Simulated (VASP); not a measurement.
# BN (P2_1/m) in VASP: further runs

The runs below take BN through single point, with LDA.

Program: VASP 6.6.1. These are calculated values, not measurements. Logs are shortened: lines on timing, memory, paths and dates and some standing lists are left out, and cuts for length are marked.

### 1 The cell of the first run

The structure is monoclinic, space group P2_1/m (No. 11). The conventional cell has a = 2.504 Å, b = 6.661 Å, c = 2.504 Å, α = 90.00°, β = 120.00°, γ = 90.00°. B (site symmetry m) has 3 N at 1.45 Å within 1.9 Å. N (site symmetry m) has 3 B at 1.45 Å within 1.9 Å.

### 2 Single point, LDA (mode 4 (44.4 1/cm) frozen in, largest displacement -0.120 Å)

INCAR

```
SYSTEM = BN
PREC     = Accurate       ! precision mode
ENCUT    = 520            ! plane-wave cutoff, eV
EDIFF    = 1E-7           ! SCF threshold, eV
ISMEAR   = 0              ! smearing method
SIGMA    = 0.05           ! smearing width, eV
LREAL    = .FALSE.        ! projectors in reciprocal space
LASPH    = .TRUE.         ! aspherical terms in the spheres
NELM     = 80             ! most SCF steps
ALGO     = Normal         ! electronic algorithm
ISIF     = 2              ! what is computed and relaxed
LWAVE    = .FALSE.        ! write WAVECAR
LCHARG   = .FALSE.        ! write CHGCAR
GGA      = CA             ! functional
NBANDS   = 16             ! bands
```

KPOINTS

```
Automatic mesh
0
G
  12 12 4
  0 0 0
```

POSCAR

```
BN
1.0
    2.5039917043      0.0000000000      0.0000000000
   -1.2519958522      2.1685204268      0.0000000000
    0.0000000000      0.0000000000      6.6612000000
B N
2 2
Direct
    0.2798816352      0.6275373079      0.2500000000
    0.7201183648      0.3724626921      0.7500000000
    0.3867336457      0.7057584085      0.7500000000
    0.6132663543      0.2942415915      0.2500000000
```

Potentials or basis: VASP PAW LDA potentials, release 64 (B, N).

Command:

```
cat potpaw_LDA.64/B/POTCAR potpaw_LDA.64/N/POTCAR > POTCAR
mpirun -np 1 vasp_std > vasp.out
```

OUTCAR:

```text
SYSTEM = BN
   PREC = Accurate
   ENCUT = 520
   EDIFF = 1E-7
   ISMEAR = 0
   LREAL = .FALSE.
   LASPH = .TRUE.
   NELM = 80
   ISIF = 2
   GGA = CA

 ion  position               nearest neighbor table
   1  0.280  0.628  0.250-   4 1.45   4 1.45   4 1.45
   2  0.720  0.372  0.750-   3 1.45   3 1.45   3 1.45
   3  0.387  0.706  0.750-   2 1.45   2 1.45   2 1.45
   4  0.613  0.294  0.250-   1 1.45   1 1.45   1 1.45

  LATTYP: Found a hexagonal cell.
 ALAT       =     2.5039917043
 C/A-ratio  =     2.6602324555

  Lattice vectors:

 A1 = (   2.5039917043,   0.0000000000,   0.0000000000)
 A2 = (  -1.2519958522,   2.1685204268,   0.0000000000)
 A3 = (   0.0000000000,   0.0000000000,   6.6612000000)

Analysis of symmetry for initial positions (statically):
=====================================================================
 Subroutine PRICEL returns:
 Original cell was already a primitive cell.

 Routine SETGRP: Setting up the symmetry group for a
 hexagonal supercell.

 Subroutine GETGRP returns: Found  4 space group operations
 (whereof  2 operations were pure point group operations)
 out of a pool of 24 trial point group operations.

The static configuration has the point symmetry S_2 .
 The point group associated with its full space group is C_2h.

Analysis of symmetry for dynamics (positions and initial velocities):
=====================================================================
 Subroutine PRICEL returns:
 Original cell was already a primitive cell.

 Routine SETGRP: Setting up the symmetry group for a
 hexagonal supercell.

 Subroutine GETGRP returns: Found  4 space group operations
 (whereof  2 operations were pure point group operations)
 out of a pool of 24 trial point group operations.

The dynamic configuration has the point symmetry S_2 .
 The point group associated with its full space group is C_2h.

 Subroutine INISYM returns: Found  4 space group operations
 (whereof  2 operations are pure point group operations),
 and found     1 'primitive' translations

----------------------------------------------------------------------------------------

                                     Primitive cell

  volume of cell :      36.1700

  direct lattice vectors                    reciprocal lattice vectors
     2.503991704  0.000000000  0.000000000     0.399362345  0.230571958  0.000000000
    -1.251995852  2.168520427  0.000000000     0.000000000  0.461143915  0.000000000
     0.000000000  0.000000000  6.661200000     0.000000000  0.000000000  0.150123101

  length of vectors
     2.503991704  2.503991704  6.661200000     0.461143915  0.461143915  0.150123101

  position of ions in fractional coordinates (direct lattice)
     0.279881635  0.627537308  0.250000000
     0.720118365  0.372462692  0.750000000
     0.386733646  0.705758409  0.750000000
     0.613266354  0.294241591  0.250000000

  ion indices of the primitive-cell ions
   primitive index   ion index
                 1           1
                 2           2
                 3           3
                 4           4

----------------------------------------------------------------------------------------

 KPOINTS: Automatic mesh

Automatic generation of k-mesh.
 Grid dimensions read from file:
 generate k-points for:   12   12    4

 Generating k-lattice:

  Cartesian coordinates                     Fractional coordinates (reciprocal lattice)
     0.033280195  0.019214330  0.000000000     0.083333333 -0.000000000  0.000000000
     0.000000000  0.038428660  0.000000000     0.000000000  0.083333333  0.000000000
     0.000000000  0.000000000  0.037530775     0.000000000  0.000000000  0.250000000

  Length of vectors
     0.038428660  0.038428660  0.037530775

  Shift w.r.t. Gamma in fractional coordinates (k-lattice)
     0.000000000  0.000000000  0.000000000

 Subroutine IBZKPT returns following result:
 ===========================================

 Found    222 irreducible k-points:

 Following reciprocal coordinates:
            Coordinates               Weight
  0.000000  0.000000  0.000000      1.000000
  0.083333  0.000000  0.000000      2.000000
  0.000000  0.083333  0.000000      2.000000
 -0.083333  0.083333  0.000000      2.000000
  0.166667  0.000000  0.000000      2.000000
  0.000000  0.166667  0.000000      2.000000
[... 16 lines left out ...]
  0.166667  0.083333  0.000000      2.000000
 -0.083333  0.250000  0.000000      2.000000
 [... further k-points ...]
   k-points           NKPTS =    222   k-points in BZ     NKDIM =    222   number of bands    NBANDS=     16
   number of dos      NEDOS =    301   number of ions     NIONS =      4
   total plane-waves  NPLWV =  20000
   dimension x,y,z NGX =    20 NGY =   20 NGZ =   50
   dimension x,y,z NGXF=    40 NGYF=   40 NGZF=  100
   ions per type =               2   2
   NGX,Y,Z   is equivalent  to a cutoff of  13.28, 13.28, 12.48 a.u.
   NGXF,Y,Z  is equivalent  to a cutoff of  26.56, 26.56, 24.96 a.u.
 SYSTEM =  BN
   PREC   = accura    normal or accurate (medium, high low for compatibility)
   ISTART =      0    job   : 0-new  1-cont  2-samecut
   ICHARG =      2    charge: 1-file 2-atom 10-const
   ISPIN  =      1    spin polarized calculation?
   LNONCOLLINEAR =      F non collinear calculations
   LSORBIT =      F    spin-orbit coupling
   LASPH  =      T    aspherical Exc in radial PAW
   ENCUT  =  520.0 eV  38.22 Ry    6.18 a.u.   4.66  4.66 12.39*2*pi/ulx,y,z
   NELM   =     80;   NELMIN=  2; NELMDL= -5     # of ELM steps
   EDIFF  = 0.1E-06   stopping-criterion for ELM
   LREAL  =      F    real-space projection
   EDIFFG = 0.1E-05   stopping-criterion for IOM
   NSW    =      0    number of steps for IOM
   IBRION =     -1    ionic relax: 0-MD 1-quasi-New 2-CG
   NFREE  =      0    steps in history (QN), initial steepest desc. (CG)
   ISIF   =      2    stress and relaxation
   ISYM   =      2    0-nonsym 1-usesym 2-fastsym
   POTIM  = 0.5000    time-step for ionic-motion
   TEBEG  =    0.0;   TEEND  =   0.0 temperature during run
   PSTRESS=    0.0 pullay stress
   NELECT =      16.0000    total number of electrons
   NUPDOWN=      -1.0000    fix difference up-down
   EMIN   =  10.00;   EMAX   =-10.00  energy-range for DOS
   EFERMI =   0.00;   METHOD = LEGACY
   ISMEAR =     0;   SIGMA  =   0.05  broadening in eV -4-tet -1-fermi 0-gaus
   EFERMI_NEDOS =   21; number of points for ismear=-14 and -15
   IALGO  =     38    algorithm
   IMIX   =      4    mixing-type and parameters
     AMIX     =   0.40;   BMIX     =  1.00
     AMIX_MAG =   1.60;   BMIX_MAG =  1.00
  volume/ion in A,a.u.               =       9.04        61.02
  Fermi-wavevector in a.u.,A,eV,Ry     =   1.247379  2.357205 21.170055  1.555955
  Thomas-Fermi vector in A             =   2.381514
   LORBIT       =      0    0 simple, 1 ext, 2 COOP (PROOUT), +10 PAW based schemes
   GGA     = CA    functional components
   LHFCALC =     F    Hartree Fock is set to
   AEXX    =    0.0000 exact exchange contribution
   IVDW    =     0    specifies the selected vdW correction
   LEPSILON=     F    determine dielectric tensor
   LRPA    =     F    only Hartree local field effects (RPA)
 non-spin polarized calculation
 Gauss-broadening in eV      SIGMA  =   0.05
  energy-cutoff  :      520.00
  volume of cell :       36.17
 maximum number of plane-waves:       992
   NGX =  9   NGY =  9   NGZ = 25

 number of electron      16.0000003 magnetization

 Free energy of the ion-electron system (eV)
  ---------------------------------------------------
  ext. energy  EPLUGINS =         0.00000000
  ---------------------------------------------------
  free energy    TOTEN  =       -38.56976374 eV

  energy without entropy =      -38.56976374  energy(sigma->0) =      -38.56976374

 E-fermi :   2.4856     XC(G=0): -10.5015

 val. band max:        2.2085680591   @ k =  -0.4167  -0.2500   0.0000
 cond. band min:       5.8498407086   @ k =   0.5000   0.0000   0.0000
 fundamental gap:      3.6412726495
 Fermi energy:         2.4855636523

 k-point     1 :       0.0000    0.0000    0.0000
  band No.  band energies     occupation
      1     -15.4658      2.00000
      2     -15.1581      2.00000
      3      -4.1964      2.00000
      4      -2.0135      2.00000
      5       0.7789      2.00000
      6       0.7814      2.00000
[... 8 lines left out ...]
     15      14.4459      0.00000
     16      14.9948      0.00000

 k-point     2 :       0.0833    0.0000    0.0000
  band No.  band energies     occupation
      1     -15.3297      2.00000
      2     -15.0268      2.00000
      3      -4.0085      2.00000
      4      -1.8450      2.00000
      5       0.2288      2.00000
      6       0.2602      2.00000
[... 8 lines left out ...]
     15      14.5085      0.00000
     16      14.9035      0.00000

 k-point     3 :       0.0000    0.0833    0.0000
  band No.  band energies     occupation
      1     -15.3296      2.00000
      2     -15.0269      2.00000
      3      -4.0084      2.00000
      4      -1.8453      2.00000
      5       0.2322      2.00000
      6       0.2633      2.00000
[... 8 lines left out ...]
     15      14.4998      0.00000
     16      14.8958      0.00000

 k-point     4 :      -0.0833    0.0833    0.0000
  band No.  band energies     occupation
      1     -15.3296      2.00000
      2     -15.0269      2.00000
      3      -4.0084      2.00000
      4      -1.8452      2.00000
      5       0.2319      2.00000
      6       0.2621      2.00000
[... 8 lines left out ...]
     15      14.4973      0.00000
     16      14.8935      0.00000

 k-point     5 :       0.1667    0.0000    0.0000
  band No.  band energies     occupation
      1     -14.9286      2.00000
      2     -14.6400      2.00000
      3      -3.4513      2.00000
      4      -1.3490      2.00000
      5      -1.1759      2.00000
      6      -1.1174      2.00000
[... 8 lines left out ...]
     15      15.8737      0.00000
     16      15.9762      0.00000

 k-point     6 :       0.0000    0.1667    0.0000
  band No.  band energies     occupation
      1     -14.9282      2.00000
      2     -14.6404      2.00000
      3      -3.4507      2.00000
      4      -1.3511      2.00000
      5      -1.1625      2.00000
      6      -1.1255      2.00000
[... 8 lines left out ...]
     15      15.8444      0.00000
     16      15.9617      0.00000
[... 267 lines left out ...]
 k-point    21 :      -0.0833    0.1667    0.0000
  band No.  band energies     occupation
      1     -15.0607      2.00000
      2     -14.7679      2.00000
      3      -3.6354      2.00000
      4      -1.5140      2.00000
      5      -0.6696      2.00000
      6      -0.6399      2.00000
[... 8 lines left out ...]
     15      15.1041      0.00000
     16      16.0135      0.00000

 k-point    22 :      -0.1667    0.0833    0.0000
  band No.  band energies     occupation
      1     -15.0609      2.00000
      2     -14.7676      2.00000
      3      -3.6358      2.00000
      4      -1.5127      2.00000
      5      -0.6677      2.00000
      6      -0.6491      2.00000
[... 8 lines left out ...]
     15      15.1490      0.00000
     16      16.0307      0.00000

 k-point    23 :       0.1667    0.0833    0.0000
  band No.  band energies     occupation
      1     -14.5388      2.00000
      2     -14.2651      2.00000
      3      -2.9047      2.00000
      4      -2.1615      2.00000
      5      -2.0979      2.00000
      6      -0.8701      2.00000
[... 8 lines left out ...]
     15      16.6031      0.00000
     16      17.1139      0.00000

 k-point    24 :      -0.0833    0.2500    0.0000
  band No.  band energies     occupation
      1     -14.5380      2.00000
      2     -14.2659      2.00000
      3      -2.9035      2.00000
      4      -2.1466      2.00000
      5      -2.1070      2.00000
      6      -0.8742      2.00000
[... 8 lines left out ...]
     15      16.5443      0.00000
     16      16.9585      0.00000

 [... further k-points ...]
[... 5 lines left out ...]
  --------------------------------------------------------------------------------------
  -------------------------------------------------------------------------------------
  Total       -1.3526067     -1.3028993     -0.1557415     -0.0250862      0.0000000      0.0000000
  in kB      -59.9146815    -57.7128555     -6.8986798     -1.1112116      0.0000000      0.0000000
  external PRESSURE =     -41.5087389 kB  Pullay stress =       0.0000000 kB

 VOLUME and BASIS-vectors are now :
 -----------------------------------------------------------------------------
  energy-cutoff  :      520.00
  volume of cell :       36.17
      direct lattice vectors                 reciprocal lattice vectors
     2.503991704  0.000000000  0.000000000     0.399362345  0.230571958  0.000000000
    -1.251995852  2.168520427  0.000000000     0.000000000  0.461143915  0.000000000
     0.000000000  0.000000000  6.661200000     0.000000000  0.000000000  0.150123101

 POSITION                                       TOTAL-FORCE (eV/Angst)
 -----------------------------------------------------------------------------------
     -0.08485      1.36083      1.66530         0.009300      0.006534     -0.000000
      1.33685      0.80769      4.99590        -0.009300     -0.006534      0.000000
      0.08477      1.53045      4.99590        -0.000302     -0.007880     -0.000000
      1.16722      0.63807      1.66530         0.000302      0.007880      0.000000
 -----------------------------------------------------------------------------------
    total drift:                                0.000000      0.000000      0.000000

  FREE ENERGIE OF THE ION-ELECTRON SYSTEM (eV)
  ---------------------------------------------------
  free  energy   TOTEN  =       -38.5697637395 eV

  energy  without entropy=      -38.5697637395  energy(sigma->0) =      -38.56976374
```

Run time: 68 s. Hardware: 1 thread of Intel Xeon Platinum 8488C (Sapphire Rapids), shared host; peak memory 0.2 GiB.

Results:

```yaml
Free_energy: -38.5698 eV
Pressure: -4.2 GPa
Largest_force: 0.011 eV/Å
Band_gap_on_the_k_mesh: 3.64 eV, indirect (least direct gap 4.02 eV)
```

Forces in eV/Å, atoms in the order of the input:
```
B    0.009  0.007  0.000
B   -0.009 -0.007  0.000
N    0.000 -0.008  0.000
N    0.000  0.008  0.000
```

Stress tensor (GPa, compression positive):
```
-5.99 -0.11  0.00
-0.11 -5.77  0.00
 0.00  0.00 -0.69
```

Caveat: the cell differs from its parent crystal (mode 4 (44.4 1/cm) frozen in, largest displacement -0.120 Å). A k mesh can miss the band edges.

### 3 Single point, LDA (mode 4 (44.4 1/cm) frozen in, largest displacement +0.090 Å)

INCAR

```
SYSTEM = BN
  PREC = Accurate
  ENCUT = 520
  EDIFF = 1E-7
  ISMEAR = 0
  SIGMA = 0.05
  LREAL = .FALSE.
  LASPH = .TRUE.
  NELM = 100
  ALGO = Normal
  ISIF = 2
  LWAVE = .FALSE.
  LCHARG = .FALSE.
  NBANDS = 16
```

KPOINTS

```
regular mesh
0
G
  12 12 4
  0 0 0
```

POSCAR

```
BN
1.0
    2.5039917043      0.0000000000      0.0000000000
   -1.2519958522      2.1685204268      0.0000000000
    0.0000000000      0.0000000000      6.6612000000
B N
2 2
Direct
    0.3734221069      0.6960136857      0.2500000000
    0.6265778931      0.3039863143      0.7500000000
    0.2932830990      0.6373478603      0.7500000000
    0.7067169010      0.3626521397      0.2500000000
```

Potentials or basis: VASP PAW LDA potentials, release 64 (B, N).

Command:

```
cat potpaw_LDA.64/B/POTCAR potpaw_LDA.64/N/POTCAR > POTCAR
mpirun -np 1 vasp_std > vasp.out
```

Wall time 68 s (1 thread of Intel Xeon Platinum 8488C (Sapphire Rapids), shared host); peak memory 0.2 GiB.

Results (log left out):

- Free energy: -38.5705 eV
- Pressure: -4.1 GPa
- Largest force: 0.012 eV/Å
- Band gap on the k mesh: 3.81 eV, indirect (least direct gap 4.22 eV)

Forces on the atoms (eV/Å):
```
B   -0.003 -0.005  0.000
B    0.003  0.005  0.000
N    0.010  0.006  0.000
N   -0.010 -0.006  0.000
```

Stress tensor (GPa, compression positive):
```
-5.78  0.08  0.00
 0.08 -5.95  0.00
 0.00  0.00 -0.72
```

Levels at points of the mesh, in eV from the valence-band top:
```tsv
k point	band 4	band 5	band 6	band 7	band 8	band 9	band 10	band 11	band 12	band 13
(0.00, 0.00, 0.00)	-4.20	-1.40	-1.40	-1.37	-1.37	4.85	9.93	11.36	11.39	11.48
(0.50, 0.00, 0.00)	-8.89	-4.22	-4.16	-1.45	-0.64	4.34	5.18	9.42	9.84	12.38
(0.00, 0.50, 0.00)	-8.84	-4.22	-4.16	-1.57	-0.41	3.81	5.62	9.39	9.90	12.11
(0.50, 0.50, 0.00)	-8.85	-4.22	-4.16	-1.55	-0.46	3.94	5.50	9.38	9.91	12.17
(0.00, 0.00, 0.50)	-5.42	-1.39	-1.39	-1.38	-1.38	7.25	7.25	11.43	11.43	11.43
(0.50, 0.00, 0.50)	-8.90	-4.19	-4.19	-0.99	-0.99	4.49	4.49	9.85	9.85	13.12
(0.00, 0.50, 0.50)	-8.90	-4.19	-4.19	-1.00	-1.00	4.50	4.50	9.82	9.82	13.14
(0.50, 0.50, 0.50)	-8.90	-4.19	-4.19	-1.00	-1.00	4.50	4.50	9.83	9.83	13.12
```

Caveat: the cell differs from its parent crystal (mode 4 (44.4 1/cm) frozen in, largest displacement +0.090 Å). A k mesh can miss the band edges.

### 4 Single point, LDA (mode 4 (44.4 1/cm) frozen in, largest displacement +0.120 Å)

INCAR

```
PREC     = Accurate       # precision mode
ENCUT    = 520            # plane-wave cutoff, eV
EDIFF    = 1E-6           # SCF threshold, eV
ISMEAR   = 0              # smearing method
SIGMA    = 0.05           # smearing width, eV
LREAL    = False          # projectors in reciprocal space
LASPH    = True           # aspherical terms in the spheres
NELM     = 80             # most SCF steps
ALGO     = Normal         # electronic algorithm
ISIF     = 2              # what is computed and relaxed
LWAVE    = False          # write WAVECAR
LCHARG   = False          # write CHGCAR
GGA      = CA             # functional
NBANDS   = 16             # bands
```

KPOINTS

```
Automatic mesh
0
Gamma
  12 12 4
```

POSCAR

```
BN
1.0
    2.5039917043      0.0000000000      0.0000000000
   -1.2519958522      2.1685204268      0.0000000000
    0.0000000000      0.0000000000      6.6612000000
B N
2 2
Direct
    0.3867850314      0.7057960254      0.2500000000
    0.6132149686      0.2942039746      0.7500000000
    0.2799330209      0.6275749248      0.7500000000
    0.7200669791      0.3724250752      0.2500000000
```

Command:

```
cat potpaw_LDA.64/B/POTCAR potpaw_LDA.64/N/POTCAR > POTCAR
mpirun -np 1 vasp_std > vasp.out
```

It took 63 s on 1 thread of Intel Xeon Platinum 8488C (Sapphire Rapids), shared host; peak memory 0.21 GiB.

Results (log left out):

| Property | Result |
| --- | --- |
| Free energy | -38.5692 eV |
| Pressure | -4.2 GPa |
| Largest force | 0.017 eV/Å |
| Band gap on the k mesh | 3.73 eV, indirect (least direct gap 4.14 eV) |

Forces in eV/Å, atoms in the order of the input:
```
B   -0.004 -0.007  0.000
B    0.004  0.007  0.000
N    0.015  0.008  0.000
N   -0.015 -0.008  0.000
```

Stress tensor (GPa, compression positive):
```
-5.78  0.11  0.00
 0.11 -6.00  0.00
 0.00  0.00 -0.69
```

Levels at points of the mesh, in eV from the valence-band top:
```
           k point  band 4  band 5  band 6  band 7  band 8  band 9  band 10  band 11  band 12  band 13
(0.00, 0.00, 0.00)   -4.22   -1.42   -1.42   -1.40   -1.39    4.83     9.90    11.34    11.37    11.45
(0.50, 0.00, 0.00)   -8.90   -4.24   -4.18   -1.44   -0.71    4.43     5.07     9.41     9.80    12.42
(0.00, 0.50, 0.00)   -8.85   -4.24   -4.18   -1.61   -0.41    3.73     5.64     9.37     9.89    12.06
(0.50, 0.50, 0.00)   -8.87   -4.24   -4.18   -1.58   -0.48    3.90     5.50     9.35     9.90    12.14
(0.00, 0.00, 0.50)   -5.44   -1.41   -1.41   -1.41   -1.41    7.23     7.23    11.40    11.40    11.41
(0.50, 0.00, 0.50)   -8.92   -4.21   -4.21   -1.02   -1.02    4.47     4.47     9.83     9.83    13.12
(0.00, 0.50, 0.50)   -8.92   -4.21   -4.21   -1.02   -1.02    4.48     4.48     9.80     9.80    13.14
(0.50, 0.50, 0.50)   -8.92   -4.21   -4.21   -1.02   -1.02    4.48     4.48     9.81     9.81    13.10
```

Caveat: the cell differs from its parent crystal (mode 4 (44.4 1/cm) frozen in, largest displacement +0.120 Å). A k mesh can miss the band edges.

[end of part 1 of 2]
